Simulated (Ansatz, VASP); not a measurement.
## In4Sb: VASP beside Ansatz

```
CELL_PARAMETERS angstrom
5.52187 0.00000 0.00000
0.00000 5.52187 0.00000
0.00000 0.00000 5.52187
ATOMIC_POSITIONS crystal
In 0.30226 0.30226 0.30226
In 0.69774 0.69774 0.30226
In 0.30226 0.69774 0.69774
In 0.69774 0.30226 0.69774
Sb 0.00000 0.00000 0.00000
```

Change from the starting cell: species swapped into the SnI4 type (P-43m, No. 215).

Alike in both runs: functional PBE; k mesh 8 × 8 × 8; occupations gaussian, width 0.1 eV; no spin polarisation.

Ansatz relaxed the structure, and its values are those at the end. VASP's run is a single point on that final structure, the one shown.

|  | VASP | Ansatz |
| --- | --- | --- |
| version | VASP 6.6.1 | Ansatz 0.2.0 |
| potentials or method | VASP PAW PBE potentials, release 64 (In_d, Sb), cutoff 520 eV | scalar-relativistic, plane waves, PAW |
| valence electrons in the cell | 57 | 67 |

Ansatz gave:

* gap on the k mesh at the Fermi level (eV): none
* pressure (GPa): 0.0
* rms of the force components (eV/Å): 0.008

Q: Estimate VASP's values.

A: gap on the k mesh at the Fermi level (eV): none; pressure (GPa): 0.0; rms of the force components (eV/Å): 0.007.

A gap of «none» marks a metal or a gap that the smearing closes. With one functional, cell and mesh, what is left measures potentials, basis and numerics. VASP's potentials hold 57 valence electrons a cell and Ansatz's 67, so a difference there can come from the potentials and not from the codes.

Spin-orbit coupling is off throughout.
